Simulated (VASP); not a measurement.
# Ca (P6_3/mmc) in VASP: notebook

Ca is run at these levels: LDA; tasks: single point, relaxation of shape and atoms at fixed volume.

Everything below comes from runs of VASP 6.6.1. Logs are shortened: lines on timing, memory, paths and dates and some standing lists are left out, and cuts for length are marked.

### Step 1. The cell of the first run

It takes space group P6_3/mmc (No. 194, hexagonal). The conventional cell has a = 3.762 Å, b = 3.762 Å, c = 6.243 Å, α = 90.00°, β = 90.00°, γ = 120.00°. Within 4.9 Å of Ca (site symmetry -6m2) lie 12 Ca at 3.76 to 3.80 Å.

This isn't the form of Ca at room conditions, which is fcc.

### Step 2. Single point, LDA

Input file INCAR:

```
SYSTEM = Ca
PREC     = Accurate       ! precision mode
ENCUT    = 520            ! plane-wave cutoff, eV
EDIFF    = 1E-6           ! SCF threshold, eV
ISMEAR   = -1             ! smearing method
SIGMA    = 0.05           ! smearing width, eV
LREAL    = .FALSE.        ! projectors in reciprocal space
LASPH    = .TRUE.         ! aspherical terms in the spheres
NELM     = 100            ! most SCF steps
ALGO     = Normal         ! electronic algorithm
ISIF     = 2              ! what is computed and relaxed
LWAVE    = .FALSE.        ! write WAVECAR
LCHARG   = .FALSE.        ! write CHGCAR
GGA      = CA             ! functional
NBANDS   = 17             ! bands
```

Input file KPOINTS:

```
Automatic mesh
0
G
  12 12 6
  0 0 0
```

Input file POSCAR:

```
Ca
1.0
    3.7621424628      0.0000000000      0.0000000000
   -1.8810712314      3.2581109455      0.0000000000
    0.0000000000      0.0000000000      6.2426326433
Ca
2
Direct
    0.3333333333      0.6666666667      0.2500000000
    0.6666666667      0.3333333333      0.7500000000
```

Potentials or basis: VASP PAW LDA potentials, release 64 (Ca_sv).

On the command line:

```console
$ cat potpaw_LDA.64/Ca_sv/POTCAR > POTCAR
$ mpirun -np 1 vasp_std > vasp.out
```

OUTCAR:

```text
SYSTEM = Ca
   PREC = Accurate
   ENCUT = 520
   EDIFF = 1E-6
   ISMEAR = -1
   LREAL = .FALSE.
   LASPH = .TRUE.
   NELM = 100
   ISIF = 2
   GGA = CA

 ion  position               nearest neighbor table
   1  0.333  0.667  0.250-
   2  0.667  0.333  0.750-

  LATTYP: Found a hexagonal cell.
 ALAT       =     3.7621424628
 C/A-ratio  =     1.6593291469

  Lattice vectors:

 A1 = (   3.7621424628,   0.0000000000,   0.0000000000)
 A2 = (  -1.8810712314,   3.2581109455,   0.0000000000)
 A3 = (   0.0000000000,   0.0000000000,   6.2426326433)

Analysis of symmetry for initial positions (statically):
=====================================================================
 Subroutine PRICEL returns:
 Original cell was already a primitive cell.

 Routine SETGRP: Setting up the symmetry group for a
 hexagonal supercell.

 Subroutine GETGRP returns: Found 24 space group operations
 (whereof 12 operations were pure point group operations)
 out of a pool of 24 trial point group operations.

The static configuration has the point symmetry D_3d.
 The point group associated with its full space group is D_6h.

Analysis of symmetry for dynamics (positions and initial velocities):
=====================================================================
 Subroutine PRICEL returns:
 Original cell was already a primitive cell.

 Routine SETGRP: Setting up the symmetry group for a
 hexagonal supercell.

 Subroutine GETGRP returns: Found 24 space group operations
 (whereof 12 operations were pure point group operations)
 out of a pool of 24 trial point group operations.

The dynamic configuration has the point symmetry D_3d.
 The point group associated with its full space group is D_6h.

 Subroutine INISYM returns: Found 24 space group operations
 (whereof 12 operations are pure point group operations),
 and found     1 'primitive' translations

----------------------------------------------------------------------------------------

                                     Primitive cell

  volume of cell :      76.5189

  direct lattice vectors                    reciprocal lattice vectors
     3.762142463  0.000000000  0.000000000     0.265805990  0.153463160  0.000000000
    -1.881071231  3.258110945  0.000000000     0.000000000  0.306926319  0.000000000
     0.000000000  0.000000000  6.242632643     0.000000000  0.000000000  0.160188827

  length of vectors
     3.762142463  3.762142463  6.242632643     0.306926319  0.306926319  0.160188827

  position of ions in fractional coordinates (direct lattice)
     0.333333333  0.666666667  0.250000000
     0.666666667  0.333333333  0.750000000

  ion indices of the primitive-cell ions
   primitive index   ion index
                 1           1
                 2           2

----------------------------------------------------------------------------------------

 KPOINTS: Automatic mesh

Automatic generation of k-mesh.
 Grid dimensions read from file:
 generate k-points for:   12   12    6

 Generating k-lattice:

  Cartesian coordinates                     Fractional coordinates (reciprocal lattice)
     0.022150499  0.012788597  0.000000000     0.083333333  0.000000000  0.000000000
     0.000000000  0.025577193  0.000000000     0.000000000  0.083333333  0.000000000
     0.000000000  0.000000000  0.026698138     0.000000000  0.000000000  0.166666667

  Length of vectors
     0.025577193  0.025577193  0.026698138

  Shift w.r.t. Gamma in fractional coordinates (k-lattice)
     0.000000000  0.000000000  0.000000000

 Subroutine IBZKPT returns following result:
 ===========================================

 Found     76 irreducible k-points:

 Following reciprocal coordinates:
            Coordinates               Weight
  0.000000  0.000000  0.000000      1.000000
  0.083333  0.000000  0.000000      6.000000
  0.166667 -0.000000  0.000000      6.000000
  0.250000  0.000000  0.000000      6.000000
  0.333333  0.000000  0.000000      6.000000
  0.416667 -0.000000  0.000000      6.000000
[... 16 lines left out ...]
  0.250000  0.000000  0.166667     12.000000
  0.333333  0.000000  0.166667     12.000000
 [... further k-points ...]
   k-points           NKPTS =     76   k-points in BZ     NKDIM =     76   number of bands    NBANDS=     17
   number of dos      NEDOS =    301   number of ions     NIONS =      2
   total plane-waves  NPLWV =  37632
   dimension x,y,z NGX =    28 NGY =   28 NGZ =   48
   dimension x,y,z NGXF=    56 NGYF=   56 NGZF=   96
   ions per type =               2
   NGX,Y,Z   is equivalent  to a cutoff of  12.37, 12.37, 12.78 a.u.
   NGXF,Y,Z  is equivalent  to a cutoff of  24.75, 24.75, 25.57 a.u.
 SYSTEM =  Ca
   PREC   = accura    normal or accurate (medium, high low for compatibility)
   ISTART =      0    job   : 0-new  1-cont  2-samecut
   ICHARG =      2    charge: 1-file 2-atom 10-const
   ISPIN  =      1    spin polarized calculation?
   LNONCOLLINEAR =      F non collinear calculations
   LSORBIT =      F    spin-orbit coupling
   LASPH  =      T    aspherical Exc in radial PAW
   ENCUT  =  520.0 eV  38.22 Ry    6.18 a.u.   7.00  7.00 11.61*2*pi/ulx,y,z
   NELM   =    100;   NELMIN=  2; NELMDL= -5     # of ELM steps
   EDIFF  = 0.1E-05   stopping-criterion for ELM
   LREAL  =      F    real-space projection
   EDIFFG = 0.1E-04   stopping-criterion for IOM
   NSW    =      0    number of steps for IOM
   IBRION =     -1    ionic relax: 0-MD 1-quasi-New 2-CG
   NFREE  =      0    steps in history (QN), initial steepest desc. (CG)
   ISIF   =      2    stress and relaxation
   ISYM   =      2    0-nonsym 1-usesym 2-fastsym
   POTIM  = 0.5000    time-step for ionic-motion
   TEBEG  =    0.0;   TEEND  =   0.0 temperature during run
   PSTRESS=    0.0 pullay stress
   NELECT =      20.0000    total number of electrons
   NUPDOWN=      -1.0000    fix difference up-down
   EMIN   =  10.00;   EMAX   =-10.00  energy-range for DOS
   EFERMI =   0.00;   METHOD = LEGACY
   ISMEAR =    -1;   SIGMA  =   0.05  broadening in eV -4-tet -1-fermi 0-gaus
   EFERMI_NEDOS =   21; number of points for ismear=-14 and -15
   IALGO  =     38    algorithm
   IMIX   =      4    mixing-type and parameters
     AMIX     =   0.40;   BMIX     =  1.00
     AMIX_MAG =   1.60;   BMIX_MAG =  1.00
  volume/ion in A,a.u.               =      38.26       258.19
  Fermi-wavevector in a.u.,A,eV,Ry     =   1.046715  1.978005 14.906716  1.095613
  Thomas-Fermi vector in A             =   2.181565
   LORBIT       =      0    0 simple, 1 ext, 2 COOP (PROOUT), +10 PAW based schemes
   GGA     = CA    functional components
   LHFCALC =     F    Hartree Fock is set to
   AEXX    =    0.0000 exact exchange contribution
   IVDW    =     0    specifies the selected vdW correction
   LEPSILON=     F    determine dielectric tensor
   LRPA    =     F    only Hartree local field effects (RPA)
 non-spin polarized calculation
  energy-cutoff  :      520.00
  volume of cell :       76.52
 maximum number of plane-waves:      2081
 NGX is ok and might be reduce to    28
   NGX = 13   NGY = 13   NGZ = 23

 number of electron      20.0000002 magnetization

 Free energy of the ion-electron system (eV)
  ---------------------------------------------------
  ext. energy  EPLUGINS =         0.00000000
  ---------------------------------------------------
  free energy    TOTEN  =        -4.41237055 eV

  energy without entropy =       -4.39370164  energy(sigma->0) =       -4.40303609

 E-fermi :   2.2239     XC(G=0):  -8.2868

 val. band max:        2.2104074857   @ k =   0.2500   0.0833   0.0000
 cond. band min:       2.2382367725   @ k =   0.2500   0.2500   0.1667
 fundamental gap:      0.0278292867
 Fermi energy:         2.2238884496

 k-point     1 :       0.0000    0.0000    0.0000
  band No.  band energies     occupation
      1     -39.1533      2.00000
      2     -39.1318      2.00000
      3     -20.5379      2.00000
      4     -20.3730      2.00000
      5     -20.3730      2.00000
      6     -20.3475      2.00000
[... 9 lines left out ...]
     16       4.8487      0.00000
     17       5.3360      0.00000

 k-point     2 :       0.0833    0.0000    0.0000
  band No.  band energies     occupation
      1     -39.1519      2.00000
      2     -39.1311      2.00000
      3     -20.5333      2.00000
      4     -20.3841      2.00000
      5     -20.3764      2.00000
      6     -20.3590      2.00000
[... 9 lines left out ...]
     16       4.9358      0.00000
     17       5.2069      0.00000

 k-point     3 :       0.1667   -0.0000    0.0000
  band No.  band energies     occupation
      1     -39.1479      2.00000
      2     -39.1290      2.00000
      3     -20.5202      2.00000
      4     -20.4145      2.00000
      5     -20.3898      2.00000
      6     -20.3855      2.00000
[... 9 lines left out ...]
     16       4.8746      0.00000
     17       5.0664      0.00000

 k-point     4 :       0.2500    0.0000    0.0000
  band No.  band energies     occupation
      1     -39.1424      2.00000
      2     -39.1264      2.00000
      3     -20.5007      2.00000
      4     -20.4563      2.00000
      5     -20.4310      2.00000
      6     -20.3976      2.00000
[... 9 lines left out ...]
     16       5.1709      0.00000
     17       5.3505      0.00000

 k-point     5 :       0.3333    0.0000    0.0000
  band No.  band energies     occupation
      1     -39.1364      2.00000
      2     -39.1241      2.00000
      3     -20.4984      2.00000
      4     -20.4780      2.00000
      5     -20.4710      2.00000
      6     -20.4094      2.00000
[... 9 lines left out ...]
     16       5.5700      0.00000
     17       5.8505      0.00000

 k-point     6 :       0.4167   -0.0000    0.0000
  band No.  band energies     occupation
      1     -39.1316      2.00000
      2     -39.1229      2.00000
      3     -20.5292      2.00000
      4     -20.4998      2.00000
      5     -20.4572      2.00000
      6     -20.4179      2.00000
[... 9 lines left out ...]
     16       6.0754      0.00000
     17       6.3687      0.00000

 k-point     7 :       0.5000    0.0000    0.0000
  band No.  band energies     occupation
      1     -39.1296      2.00000
      2     -39.1226      2.00000
      3     -20.5405      2.00000
      4     -20.5102      2.00000
      5     -20.4475      2.00000
      6     -20.4210      2.00000
[... 9 lines left out ...]
     16       6.5249      0.00000
     17       6.5885      0.00000

 k-point     8 :       0.0833    0.0833    0.0000
  band No.  band energies     occupation
      1     -39.1492      2.00000
      2     -39.1296      2.00000
      3     -20.5244      2.00000
      4     -20.4029      2.00000
      5     -20.3891      2.00000
      6     -20.3742      2.00000
[... 9 lines left out ...]
     16       4.9568      0.00000
     17       5.1160      0.00000
[... 203 lines left out ...]
      1     -39.1241      2.00000
      2     -39.1241      2.00000
      3     -20.5031      2.00000
      4     -20.4763      2.00000
      5     -20.4763      2.00000
      6     -20.4463      2.00000
[... 9 lines left out ...]
     16       6.0799      0.00000
     17       6.0823      0.00000

 k-point    20 :       0.0000    0.0000    0.1667
  band No.  band energies     occupation
      1     -39.1519      2.00000
      2     -39.1333      2.00000
      3     -20.5249      2.00000
      4     -20.3713      2.00000
      5     -20.3713      2.00000
      6     -20.3534      2.00000
[... 9 lines left out ...]
     16       4.7828      0.00000
     17       5.4612      0.00000

 k-point    21 :       0.0833    0.0000    0.1667
  band No.  band energies     occupation
      1     -39.1505      2.00000
      2     -39.1324      2.00000
      3     -20.5211      2.00000
      4     -20.3821      2.00000
      5     -20.3746      2.00000
      6     -20.3654      2.00000
[... 9 lines left out ...]
     16       4.8587      0.00000
     17       5.3939      0.00000

 k-point    22 :       0.1667   -0.0000    0.1667
  band No.  band energies     occupation
      1     -39.1467      2.00000
      2     -39.1303      2.00000
      3     -20.5106      2.00000
      4     -20.4112      2.00000
      5     -20.3961      2.00000
      6     -20.3835      2.00000
[... 9 lines left out ...]
     16       5.0339      0.00000
     17       5.2486      0.00000

 k-point    23 :       0.2500    0.0000    0.1667
  band No.  band energies     occupation
      1     -39.1413      2.00000
      2     -39.1274      2.00000
      3     -20.4989      2.00000
      4     -20.4484      2.00000
      5     -20.4358      2.00000
      6     -20.3952      2.00000
[... 9 lines left out ...]
     16       5.2975      0.00000
     17       5.3553      0.00000

 k-point    24 :       0.3333    0.0000    0.1667
  band No.  band energies     occupation
      1     -39.1356      2.00000
      2     -39.1249      2.00000
      3     -20.5093      2.00000
      4     -20.4799      2.00000
      5     -20.4556      2.00000
      6     -20.4068      2.00000
[... 9 lines left out ...]
     16       5.6268      0.00000
     17       5.8907      0.00000

 [... further k-points ...]

------------------------ aborting loop because EDIFF is reached ----------------------------------------

  FORCE on cell =-STRESS in cart. coord.  units (eV):
  Direction    XX          YY          ZZ          XY          YZ          ZX
  --------------------------------------------------------------------------------------
  -------------------------------------------------------------------------------------
  Total        0.0230085      0.0230085     -0.0166738      0.0000000      0.0000000      0.0000000
  in kB        0.4817602      0.4817602     -0.3491213      0.0000000      0.0000000      0.0000000
  external PRESSURE =       0.2047997 kB  Pullay stress =       0.0000000 kB

 VOLUME and BASIS-vectors are now :
 -----------------------------------------------------------------------------
  energy-cutoff  :      520.00
  volume of cell :       76.52
      direct lattice vectors                 reciprocal lattice vectors
     3.762142463  0.000000000  0.000000000     0.265805990  0.153463160  0.000000000
    -1.881071231  3.258110945  0.000000000     0.000000000  0.306926319  0.000000000
     0.000000000  0.000000000  6.242632643     0.000000000  0.000000000  0.160188827

 POSITION                                       TOTAL-FORCE (eV/Angst)
 -----------------------------------------------------------------------------------
     -0.00000      2.17207      1.56066        -0.000000      0.000000      0.000000
      1.88107      1.08604      4.68197         0.000000     -0.000000      0.000000
 -----------------------------------------------------------------------------------
    total drift:                               -0.000000      0.000000     -0.000000

  FREE ENERGIE OF THE ION-ELECTRON SYSTEM (eV)
  ---------------------------------------------------
  free  energy   TOTEN  =        -4.4123705475 eV

  energy  without entropy=       -4.3937016362  energy(sigma->0) =       -4.40303609
```

It took 71 s on 1 thread of Intel Xeon 8259CL, shared host; peak memory 0.21 GiB.

Results:

```
Free energy            : -4.4124 eV
Pressure               : 0.0 GPa
Band gap on the k mesh : zero (bands 10 and 11 overlap by 0.36 eV)
```

Levels at points of the mesh, in eV from the Fermi level:
```csv
k point,band 6,band 7,band 8,band 9,band 10,band 11,band 12,band 13,band 14,band 15
"(0.00, 0.00, 0.00)",-22.57,-22.57,-22.56,-4.23,-1.18,-0.12,2.21,2.30,2.30,2.62
"(0.50, 0.00, 0.00)",-22.64,-22.61,-22.60,-1.14,-0.63,0.09,0.28,1.40,1.95,2.24
"(0.00, 0.00, 0.50)",-22.58,-22.58,-22.58,-3.16,-3.16,1.32,1.32,2.30,2.30,2.30
"(0.50, 0.00, 0.50)",-22.62,-22.62,-22.62,-0.79,-0.79,0.22,0.22,1.41,1.41,2.98
```

### Step 3. Relaxation of shape and atoms at fixed volume, LDA

This run uses another cell than the first one, of 16.45 Å³/atom.

Input file INCAR:

```
SYSTEM = Ca
PREC = Accurate
ENCUT = 600
EDIFF = 1E-6
ISMEAR = -1
SIGMA = 0.05
LREAL = .False.
LASPH = .True.
NELM = 100
ALGO = Normal
ISIF = 4
LWAVE = .False.
LCHARG = .False.
GGA = CA
IBRION = 2
NSW = 50
EDIFFG = -0.005
```

Input file KPOINTS:

```
Automatic mesh
0
Gamma
  12 12 6
  0 0 0
```

Input file POSCAR:

```
Ca
1.0
    2.8396058073      0.0000000000      0.0000000000
   -1.4198029037      2.4591707659      0.0000000000
    0.0000000000      0.0000000000      4.7118406817
Ca
2
Direct
    0.3333333333      0.6666666667      0.2500000000
    0.6666666667      0.3333333333      0.7500000000
```

Potentials or basis: VASP PAW LDA potentials, release 64 (Ca_sv).

On the command line:

```console
$ cat potpaw_LDA.64/Ca_sv/POTCAR > POTCAR
$ mpirun -np 1 vasp_std > vasp.out
```

OUTCAR:

```text
SYSTEM = Ca
   PREC = Accurate
   ENCUT = 600
   EDIFF = 1E-6
   ISMEAR = -1
   LREAL = .False.
   LASPH = .True.
   NELM = 100
   ISIF = 4
   GGA = CA
   IBRION = 2
   NSW = 50
   EDIFFG = -0.005

 ion  position               nearest neighbor table
   1  0.333  0.667  0.250-   2 2.87   2 2.87   2 2.87   2 2.87   2 2.87   2 2.87
   2  0.667  0.333  0.750-   1 2.87   1 2.87   1 2.87   1 2.87   1 2.87   1 2.87

  LATTYP: Found a hexagonal cell.
 ALAT       =     2.8396058073
 C/A-ratio  =     1.6593291469

  Lattice vectors:

 A1 = (   2.8396058073,   0.0000000000,   0.0000000000)
 A2 = (  -1.4198029037,   2.4591707659,   0.0000000000)
 A3 = (   0.0000000000,   0.0000000000,   4.7118406817)

Analysis of symmetry for initial positions (statically):
=====================================================================
[... 307 lines left out ...]
      6     -13.3118      2.00000
      7     -13.3118      2.00000
      8     -13.1468      2.00000
      9       2.8026      2.00000
     10       5.2557      2.00000
     11      10.0343      0.00000
     12      10.0343      0.00000
     13      10.8861      0.00000
     14      11.2171      0.00000
[... 377 lines left out ...]
      1     -32.9512      2.00000
      2     -32.5613      2.00000
      3     -15.3860      2.00000
      4     -14.8396      2.00000
      5     -14.5766      2.00000
      6     -14.0737      2.00000
      7     -13.5452      2.00000
      8     -13.4982      2.00000
      9       5.3817      2.00000
     10       6.3109      2.00000
     11       7.2957      0.00512
     12       8.3262      0.00000
     13      10.0904      0.00000
     14      10.1044      0.00000

 [... further k-points ...]

------------------------ aborting loop because EDIFF is reached ----------------------------------------

  FORCE on cell =-STRESS in cart. coord.  units (eV):
  Direction    XX          YY          ZZ          XY          YZ          ZX
  --------------------------------------------------------------------------------------
  -------------------------------------------------------------------------------------
  Total        9.7740102      9.7740102      9.7714366     -0.0000000      0.0000000      0.0000000
  in kB      475.9332329    475.9332330    475.8079125     -0.0000000      0.0000000      0.0000000
  external PRESSURE =     475.8914594 kB  Pullay stress =       0.0000000 kB
[... 17 lines left out ...]
  FREE ENERGIE OF THE ION-ELECTRON SYSTEM (eV)
  ---------------------------------------------------
  free  energy   TOTEN  =        -0.3662823450 eV

  energy  without entropy=       -0.3561600284  energy(sigma->0) =       -0.36122119

 reached required accuracy - stopping structural energy minimisation
```

Run time: 89 s. Hardware: 1 thread of Intel Xeon 8259CL, shared host; peak memory 0.17 GiB.

What came out:

```
Free energy               : -0.3663 eV
Energy gained by relaxing : 12.4 meV/atom
Ionic steps               : 4
Pressure after relaxing   : 47.6 GPa
Band gap on the k mesh    : zero (bands 10 and 11 overlap by 1.16 eV)
```

Step by step:
```csv
step,energy change (eV),largest force (eV/Å),pressure (GPa),volume (Å³)
1,0.0000,0.0000,49.64,32.90
2,-0.0114,0.0000,49.16,32.90
3,-0.0246,0.0000,47.74,32.90
4,-0.0247,0.0000,47.59,32.90
```

Final structure:
```
Ca
1.0
     2.91793    0.00000    0.00000
    -1.45897    2.52700    0.00000
     0.00000    0.00000    4.46227
Ca
2
Cartesian
  0.0000 1.6847 1.1156
  1.4590 0.8423 3.3467
```
